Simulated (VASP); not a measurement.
# CaSe (I4mm) in VASP: further runs

CaSe is run at these levels: PBE; tasks: single point.

All numbers are computed with VASP 6.6.1; they aren't measurements. Logs are shortened: lines on timing, memory, paths and dates and some standing lists are left out, and cuts for length are marked.

## Step 1: The cell of the first run

It takes space group I4mm (No. 107, tetragonal). Conventional cell: a = 4.180 Å, b = 4.180 Å, c = 5.912 Å, α = 90.00°, β = 90.00°, γ = 90.00°. Ca (site symmetry 4mm) has 6 Se at 2.71 to 3.21 Å within 3.6 Å. Se (site symmetry 4mm) has 6 Ca at 2.71 to 3.21 Å within 3.6 Å.

## Step 2: Single point, PBE

Input file INCAR:

```
SYSTEM = CaSe
  ALGO = Normal
  EDIFF = 1E-6
  ENCUT = 520
  GGA = PE
  ISIF = 2
  ISMEAR = 0
  LASPH = .TRUE.
  LCHARG = .TRUE.
  LELF = .TRUE.
  LREAL = .FALSE.
  LVHAR = .TRUE.
  LWAVE = .FALSE.
  NBANDS = 15
  NELM = 80
  PREC = Accurate
  SIGMA = 0.05
```

Input file KPOINTS:

```
k-points
0
G
  8 8 8
  0 0 0
```

Input file POSCAR:

```
CaSe
1.0
    0.0000000000      2.9560000000      2.9560000000
    2.9560000000      0.0000000000      2.9560000000
    2.9560000000      2.9560000000      0.0000000000
Ca Se
1 1
Direct
    0.0422868742      0.0422868742     -0.0422868742
    0.5000000000      0.5000000000      0.5000000000
```

Potentials or basis: VASP PAW PBE potentials, release 64 (Ca_sv, Se).

The run is started by

```console
$ cat potpaw_PBE.64/Ca_sv/POTCAR potpaw_PBE.64/Se/POTCAR > POTCAR
$ mpirun -np 1 vasp_std > vasp.out
```

OUTCAR:

```text
SYSTEM = CaSe
   EDIFF = 1E-6
   ENCUT = 520
   GGA = PE
   ISIF = 2
   ISMEAR = 0
   LASPH = .TRUE.
   LREAL = .FALSE.
   NELM = 80
   PREC = Accurate

 ion  position               nearest neighbor table
   1  0.042  0.042  0.958-   2 2.71   2 2.97   2 2.97   2 2.97   2 2.97
   2  0.500  0.500  0.500-   1 2.71   1 2.97   1 2.97   1 2.97   1 2.97

  LATTYP: Found a face centered cubic cell.
 ALAT       =     5.9120000000

  Lattice vectors:

 A1 = (   0.0000000000,   2.9560000000,   2.9560000000)
 A2 = (   2.9560000000,   0.0000000000,   2.9560000000)
 A3 = (   2.9560000000,   2.9560000000,   0.0000000000)

Analysis of symmetry for initial positions (statically):
=====================================================================
 Subroutine PRICEL returns:
 Original cell was already a primitive cell.

 Routine SETGRP: Setting up the symmetry group for a
 face centered cubic supercell.

 Subroutine GETGRP returns: Found  8 space group operations
 (whereof  8 operations were pure point group operations)
 out of a pool of 48 trial point group operations.

The static configuration has the point symmetry C_4v.

Analysis of symmetry for dynamics (positions and initial velocities):
=====================================================================
 Subroutine PRICEL returns:
 Original cell was already a primitive cell.

 Routine SETGRP: Setting up the symmetry group for a
 face centered cubic supercell.

 Subroutine GETGRP returns: Found  8 space group operations
 (whereof  8 operations were pure point group operations)
 out of a pool of 48 trial point group operations.

The dynamic configuration has the point symmetry C_4v.

 Subroutine INISYM returns: Found  8 space group operations
 (whereof  8 operations are pure point group operations),
 and found     1 'primitive' translations

----------------------------------------------------------------------------------------

                                     Primitive cell

  volume of cell :      51.6587

  direct lattice vectors                    reciprocal lattice vectors
     0.000000000  2.956000000  2.956000000    -0.169147497  0.169147497  0.169147497
     2.956000000  0.000000000  2.956000000     0.169147497 -0.169147497  0.169147497
     2.956000000  2.956000000  0.000000000     0.169147497  0.169147497 -0.169147497

  length of vectors
     4.180415290  4.180415290  4.180415290     0.292972058  0.292972058  0.292972058

  position of ions in fractional coordinates (direct lattice)
     0.042286874  0.042286874  0.957713126
     0.500000000  0.500000000  0.500000000

  ion indices of the primitive-cell ions
   primitive index   ion index
[... 87 lines left out ...]
   EMIN   =  10.00;   EMAX   =-10.00  energy-range for DOS
   EFERMI =   0.00;   METHOD = LEGACY
   ISMEAR =     0;   SIGMA  =   0.05  broadening in eV -4-tet -1-fermi 0-gaus
   EFERMI_NEDOS =   21; number of points for ismear=-14 and -15
   IALGO  =     38    algorithm
   IMIX   =      4    mixing-type and parameters
     AMIX     =   0.40;   BMIX     =  1.00
     AMIX_MAG =   1.60;   BMIX_MAG =  1.00
  volume/ion in A,a.u.               =      25.83       174.30
  Fermi-wavevector in a.u.,A,eV,Ry     =   1.107645  2.093145 16.692666  1.226876
  Thomas-Fermi vector in A             =   2.244161
   LORBIT       =      0    0 simple, 1 ext, 2 COOP (PROOUT), +10 PAW based schemes
   GGA     = PE    functional components
   LHFCALC =     F    Hartree Fock is set to
   AEXX    =    0.0000 exact exchange contribution
   IVDW    =     0    specifies the selected vdW correction
   LEPSILON=     F    determine dielectric tensor
   LRPA    =     F    only Hartree local field effects (RPA)
 non-spin polarized calculation
 Gauss-broadening in eV      SIGMA  =   0.05
  energy-cutoff  :      520.00
  volume of cell :       51.66
 maximum number of plane-waves:      1411
   NGX = 15   NGY = 15   NGZ = 15

 number of electron      15.9999999 magnetization

 Free energy of the ion-electron system (eV)
  ---------------------------------------------------
  ext. energy  EPLUGINS =         0.00000000
  ---------------------------------------------------
  free energy    TOTEN  =        -9.37099223 eV

  energy without entropy =       -9.37099223  energy(sigma->0) =       -9.37099223

 E-fermi :   2.6524     XC(G=0):  -9.1489

 val. band max:        2.3485372649   @ k =   0.0000   0.0000   0.0000
 cond. band min:       4.4900866167   @ k =   0.5000   0.5000   0.0000
 fundamental gap:      2.1415493518
 Fermi energy:         2.6524443622

 k-point     1 :       0.0000    0.0000    0.0000
  band No.  band energies     occupation
      1     -37.2453      2.00000
      2     -18.2606      2.00000
      3     -18.2431      2.00000
      4     -18.2431      2.00000
      5      -9.3555      2.00000
      6       2.3087      2.00000
      7       2.3485      2.00000
      8       2.3485      2.00000
      9       5.7805      0.00000
     10       6.2105      0.00000
     11       6.3284      0.00000
     12       6.3284      0.00000
     13       6.7735      0.00000
     14       7.0425      0.00000
[... 401 lines left out ...]
      2     -18.3463      2.00000
      3     -18.2834      2.00000
      4     -18.2647      2.00000
      5      -8.7181      2.00000
      6      -0.1762      2.00000
      7       0.8663      2.00000
      8       1.3830      2.00000
      9       5.8580      0.00000
     10       7.8422      0.00000
     11       8.1452      0.00000
     12       8.3828      0.00000
     13       8.3916      0.00000
     14       9.3843      0.00000
     15      11.0899      0.00000

 [... further k-points ...]

------------------------ aborting loop because EDIFF is reached ----------------------------------------

  FORCE on cell =-STRESS in cart. coord.  units (eV):
  Direction    XX          YY          ZZ          XY          YZ          ZX
  --------------------------------------------------------------------------------------
  -------------------------------------------------------------------------------------
  Total        0.3448190      0.3448190      1.7525225      0.0000000     -0.0000000      0.0000000
  in kB       10.6944515     10.6944515     54.3539251      0.0000000     -0.0000000      0.0000000
  external PRESSURE =      25.2476093 kB  Pullay stress =       0.0000000 kB

 VOLUME and BASIS-vectors are now :
 -----------------------------------------------------------------------------
  energy-cutoff  :      520.00
  volume of cell :       51.66
      direct lattice vectors                 reciprocal lattice vectors
     0.000000000  2.956000000  2.956000000    -0.169147497  0.169147497  0.169147497
     2.956000000  0.000000000  2.956000000     0.169147497 -0.169147497  0.169147497
     2.956000000  2.956000000  0.000000000     0.169147497  0.169147497 -0.169147497

 POSITION                                       TOTAL-FORCE (eV/Angst)
 -----------------------------------------------------------------------------------
      2.95600      2.95600      0.25000         0.000000      0.000000     -0.956822
      2.95600      2.95600      2.95600         0.000000      0.000000      0.956822
 -----------------------------------------------------------------------------------
    total drift:                                0.000000      0.000000     -0.000115

  FREE ENERGIE OF THE ION-ELECTRON SYSTEM (eV)
  ---------------------------------------------------
  free  energy   TOTEN  =        -9.3709922338 eV

  energy  without entropy=       -9.3709922338  energy(sigma->0) =       -9.37099223
```

OSZICAR:

```text
N       E                     dE             d eps       ncg     rms          rms(c)
DAV:   1     0.101728335247E+03    0.10173E+03   -0.69958E+03  1770   0.962E+02
DAV:   2    -0.412450490435E+01   -0.10585E+03   -0.10087E+03  2134   0.253E+02
DAV:   3    -0.935063354235E+01   -0.52261E+01   -0.51805E+01  2819   0.480E+01
DAV:   4    -0.953189643900E+01   -0.18126E+00   -0.18112E+00  2198   0.754E+00
DAV:   5    -0.953472253488E+01   -0.28261E-02   -0.28258E-02  2518   0.835E-01    0.424E+00
DAV:   6    -0.937831378386E+01    0.15641E+00   -0.20000E-01  2113   0.244E+00    0.252E+00
DAV:   7    -0.936667368856E+01    0.11640E-01   -0.10747E-01  2221   0.212E+00    0.836E-01
DAV:   8    -0.937079584457E+01   -0.41222E-02   -0.11604E-02  1947   0.863E-01    0.126E-01
DAV:   9    -0.937084234668E+01   -0.46502E-04   -0.66727E-04  2444   0.267E-01    0.507E-02
DAV:  10    -0.937097380684E+01   -0.13146E-03   -0.15490E-04  1917   0.790E-02    0.187E-02
DAV:  11    -0.937099299697E+01   -0.19190E-04   -0.31512E-05  2365   0.464E-02    0.114E-02
DAV:  12    -0.937099223377E+01    0.76321E-06   -0.32545E-06  2169   0.120E-02
   1 F= -.93709922E+01 E0= -.93709922E+01  d E =-.994641E-20
```

stdout:

```text
POSCAR found type information on POSCAR CaSe
 POSCAR found :  2 types and       2 ions
 scaLAPACK will be used
 LDA part: xc-table for (Slater+PW92), standard interpolation
 POSCAR, INCAR and KPOINTS ok, starting setup
 FFT: planning ... GRIDC
 FFT: planning ... GRID_SOFT
 FFT: planning ... GRID
 WAVECAR not read
 entering main loop
```

Wall time 26 s (1 thread of Intel Xeon Platinum 8488C (Sapphire Rapids), shared host); peak memory 0.2 GiB.

Results:

| Quantity | Value |
| --- | --- |
| Free energy | -9.3710 eV |
| Pressure | 2.5 GPa |
| Largest force | 0.957 eV/Å |
| Band gap on the k mesh | 2.14 eV, indirect (least direct gap 2.98 eV) |

Forces on the atoms (eV/Å):
```
Ca   0.000  0.000 -0.957
Se   0.000  0.000  0.957
```

Caveat: the cell differs from its parent crystal (all Ca atoms moved -0.250 Å, as atom 1 towards its neighbour atom 2 (Se) at 2.956 Å). A k mesh can miss the band edges.

[end of part 1 of 2]
